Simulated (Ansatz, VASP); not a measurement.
BiPd3 in VASP and in Ansatz

```xyz
4
Lattice="0.0000 4.2389 0.0000 4.2389 0.0000 0.0000 2.1194 2.1194 -3.8325" Properties=species:S:1:pos:R:3 pbc="T T T"
Bi    0.0000    0.0000    0.0000
Pd    2.1194    4.2389   -1.9162
Pd    4.2389    2.1194   -1.9162
Pd    2.1194    2.1194    0.0000
```

Alike in both runs: task single point; functional LDA; k mesh 9 × 9 × 9; no spin polarisation.

|  | VASP | Ansatz |
| --- | --- | --- |
| version | VASP 6.6.1 | Ansatz 0.2.0 |
| potentials or method | VASP PAW LDA potentials, release 64 (Bi_d, Pd), cutoff 520 eV | PAW plane waves |
| occupations | fermi-dirac, width 0.1 eV | fermi-dirac |
| valence electrons in the cell | 45 | 69 |

VASP gave:

```
pressure (GPa)                                                : -6.3
traceless stress, the component that is largest in VASP (GPa) : 0.69
```

Question: What did Ansatz give for the same quantities?

Answer: Pressure (GPa): -6.7; traceless stress, the component that is largest in VASP (GPa): 0.68.

LDA's correlation is that of Perdew and Zunger in VASP and of Perdew and Wang (1992) in Ansatz. VASP's potentials hold 45 valence electrons a cell and Ansatz's 69, so a difference there can come from the potentials and not from the codes. Ansatz's warnings: structure snapped to symmetry.

Spin-orbit coupling is off throughout.
